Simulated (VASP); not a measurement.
A run of VASP 6.6.1 is set up as follows.

INCAR

```
PREC = Accurate
ENCUT = 520
EDIFF = 1E-7
ISMEAR = 0
SIGMA = 0.1
LREAL = F
LASPH = T
NELM = 100
ALGO = Normal
ISIF = 2
LWAVE = F
LCHARG = T
GGA = PE
LELF = T
LVHAR = T
NBANDS = 23
```

The input KPOINTS:

```
Automatic mesh
0
Gamma
  12 12 6
```

File POSCAR:

```
ZnCdH4
1.0
    3.2672586760      0.0000000000      0.0000000000
    0.0000000000      3.2672586760      0.0000000000
    0.0000000000      0.0000000000      6.1091678959
Zn Cd H
1 1 4
Direct
    0.0000000000      0.0000000000      0.0000000000
    0.5000000000      0.5000000000      0.5000000000
    0.0000000000      0.0000000000      0.7063657257
    0.5000000000      0.0000000000      0.0000000000
    0.0000000000      0.5000000000      0.0000000000
    0.0000000000      0.0000000000      0.2936342743
```

Potentials or basis: VASP PAW PBE potentials, release 64 (Zn, Cd, H).

The run is started by

```bash
$ cat potpaw_PBE.64/Zn/POTCAR potpaw_PBE.64/Cd/POTCAR potpaw_PBE.64/H/POTCAR > POTCAR
$ mpirun -np 1 vasp_std > vasp.out
```

Question: What does it give for the band gap on the k mesh?

Answer: Zero (bands 14 and 15 overlap by 3.45 eV).

Question: Predict the pressure.

Answer: 0.2 GPa.

Question: What does it give for the largest force?

Answer: 0.019 eV/Å.

Forces in eV/Å, atoms in the order of the input:
```
Zn   0.000  0.000  0.000
Cd   0.000  0.000  0.000
H    0.000  0.000 -0.019
H    0.000  0.000  0.000
H    0.000  0.000  0.000
H    0.000  0.000  0.019
```
